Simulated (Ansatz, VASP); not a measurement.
Two plane-wave programs on MnNbN2

File INCAR:

```
SYSTEM = MnNbN2
PREC     = Accurate       ! precision mode
ENCUT    = 520            ! plane-wave cutoff, eV
EDIFF    = 1E-6           ! SCF threshold, eV
ISMEAR   = 0              ! smearing method
SIGMA    = 0.1            ! smearing width, eV
LREAL    = .FALSE.        ! projectors in reciprocal space
LASPH    = .TRUE.         ! aspherical terms in the spheres
NELM     = 150            ! most SCF steps
ALGO     = Normal         ! electronic algorithm
ISIF     = 2              ! what is computed and relaxed
LWAVE    = .FALSE.        ! write WAVECAR
LCHARG   = .FALSE.        ! write CHGCAR
ISPIN    = 2              ! spin polarisation
MAGMOM   = 4 0 0 0        ! initial moments
LORBIT   = 11             ! projections on sites
LMAXMIX  = 4              ! l up to which the mixer works
GGA      = PE             ! functional
NBANDS   = 30             ! bands
```

The input KPOINTS:

```
Automatic mesh
0
G
  6 6 4
  0 0 0
```

POSCAR

```
MnNbN2
1.0
    3.2805084900      0.0000000000      0.0000000000
   -1.6402542400      2.8410036900      0.0000000000
    0.0000000000      0.0000000000      5.5846886400
Mn Nb N
1 1 2
Direct
    0.0000000000      0.0000000000      0.0000000000
    0.0000000000      0.0000000000      0.5000000000
    0.0000000000      0.0000000000      0.2381449800
    0.0000000000      0.0000000000      0.7618550200
```

Input for Ansatz:

```yaml
crystal:
  lattice:
    - [3.28050849, 0.0, 0.0]
    - [-1.64025424, 2.84100369, 0.0]
    - [0.0, 0.0, 5.58468864]
  atoms:
    - { symbol: Mn, position: [0.0, 0.0, 0.0], spin: 4.0 }
    - { symbol: Nb, position: [0.0, 0.0, 0.5] }
    - { symbol: "N", position: [0.0, 0.0, 0.23814498] }
    - { symbol: "N", position: [0.0, 0.0, 0.76185502] }
basis:
  ecutwfc: 420
kpoints:
  mp_grid: { grid: [6, 6, 4] }
hamiltonian:
  xc: pbe
scf:
  occupations: { method: gaussian, width: 0.1 }
  lower_state_search: "off"
output:
  forces: true
  stress: true
  eigenvalues: true
  populations: true
magnetization:
  spin_polarized: true
```

Alike in both runs: task single point; functional PBE; k mesh 6 × 6 × 4; occupations gaussian, width 0.1 eV; collinear spin.

|  | VASP | Ansatz |
| --- | --- | --- |
| version | VASP 6.6.1 | Ansatz 0.2.0 |
| potentials or method | VASP PAW PBE potentials, release 64 (Mn_pv, Nb_sv, N), cutoff 520 eV | scalar-relativistic, plane waves, PAW |
| valence electrons in the cell | 36 | 38 |

```tsv
	VASP	Ansatz	Ansatz less VASP
gap on the k mesh at the Fermi level (eV)	none	none	-
rms of the force components (eV/Å)	2.914	2.362	-0.5525
net moment per atom (μB)	0.31	0.31	+0.004
size of the moment on the site where the two differ most (μB)	1.29	0.81	-0.485
```

Site moments also hang on the region over which each program counts them. Atom by atom the forces differ by 0.553 eV/Å (rms over components). A gap of «none» marks a metal or a gap that the smearing closes. VASP's potentials hold 36 valence electrons a cell and Ansatz's 38, so a difference there can come from the potentials and not from the codes.

The k mesh is coarse, so the values compare programs but aren't converged.
